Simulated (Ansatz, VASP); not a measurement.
YTaP2: VASP beside Ansatz

```
Y Ta P
1.0
     3.69507    0.00000    0.00000
    -1.84754    3.20003    0.00000
     0.00000    0.00000    6.58219
Y Ta P
1 1 2
Direct
  0.00000 0.00000 0.00000
  0.00000 0.00000 0.50000
  0.66667 0.33333 0.72053
  0.33333 0.66667 0.27947
```

Change from the starting cell: species swapped into the NaVS2 type (P-3m1, No. 164).

Alike in both runs: functional PBE; k mesh 15 × 15 × 8; occupations gaussian, width 0.1 eV; no spin polarisation.

Ansatz relaxed the structure, and its values are those at the end. VASP's run is a single point on that final structure, the one shown.

|  | VASP | Ansatz |
| --- | --- | --- |
| version | VASP 6.6.1 | Ansatz 0.2.0 |
| potentials or method | VASP PAW PBE potentials, release 64 (Y_sv, Ta_pv, P), cutoff 520 eV | scalar-relativistic, plane waves, PAW |
| valence electrons in the cell | 32 | 34 |

|  | VASP | Ansatz | Ansatz less VASP |
| --- | --- | --- | --- |
| gap on the k mesh at the Fermi level (eV) | none | none | - |
| pressure (GPa) | 0.0 | 0.0 | +0.05 |
| rms of the force components (eV/Å) | 0.003 | 0.001 | -0.0026 |

A gap of «none» marks a metal or a gap that the smearing closes. VASP's potentials hold 32 valence electrons a cell and Ansatz's 34, so a difference there can come from the potentials and not from the codes.

Spin-orbit coupling is off throughout.
